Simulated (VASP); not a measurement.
Set up this calculation in VASP 6.6.1, as the native input.

| Quantity | Value |
| --- | --- |
| Task | single point |
| Functional | PBE |
| Potentials or basis | VASP PAW PBE potentials, release 64 (K_sv, Ta_pv, O) |
| Cutoff | 520 eV |
| k mesh | 6 × 6 × 6 |
| Occupations | fermi-dirac, width 0.02 eV |
| Spin | no spin polarisation |
| Dipole correction | no |
| Further INCAR settings | ALGO = Normal; EDIFF = 1e-06; NBANDS = 27 |

The structure of KTaO3 lies in POSCAR:

```
KTaO3
1.0
    3.9901311086      0.0000000000      0.0000000000
    0.0000000000      3.9901311086      0.0000000000
    0.0000000000      0.0000000000      3.9901311086
K Ta O
1 1 3
Direct
    0.0000000000      0.0000000000      0.0000000000
    0.5000000000      0.5000000000      0.5000000000
    0.5000000000      0.5000000000      0.0000000000
    0.5000000000      0.0000000000      0.5000000000
    0.0000000000      0.5000000000      0.5000000000
```

One way to write it, as run:

INCAR

```
ALGO = Normal ; EDIFF = 1E-6
ENCUT = 520 ; GGA = PE
ISIF = 2 ; ISMEAR = -1
LASPH = T ; LCHARG = F
LREAL = F ; LWAVE = F
NBANDS = 27 ; NELM = 100
PREC = Accurate ; SIGMA = 0.02
```

KPOINTS

```
k-points
0
Gamma
  6 6 6
```

Potentials or basis: VASP PAW PBE potentials, release 64 (K_sv, Ta_pv, O).

The run is started by

```sh
$ cat potpaw_PBE.64/K_sv/POTCAR potpaw_PBE.64/Ta_pv/POTCAR potpaw_PBE.64/O/POTCAR > POTCAR
$ mpirun -np 1 vasp_std > vasp.out
```

It gave:

```yaml
Pressure: 5.8 GPa
Band_gap_on_the_k_mesh: 2.17 eV, indirect (least direct gap 2.79 eV)
```

Caveat: spin-orbit coupling is left out, which moves the levels of the heavy elements.

It took 66 s on 1 thread of AMD EPYC 7R43 64-Core Processor (Zen 3), on a shared host, peak memory 0.15 GiB.
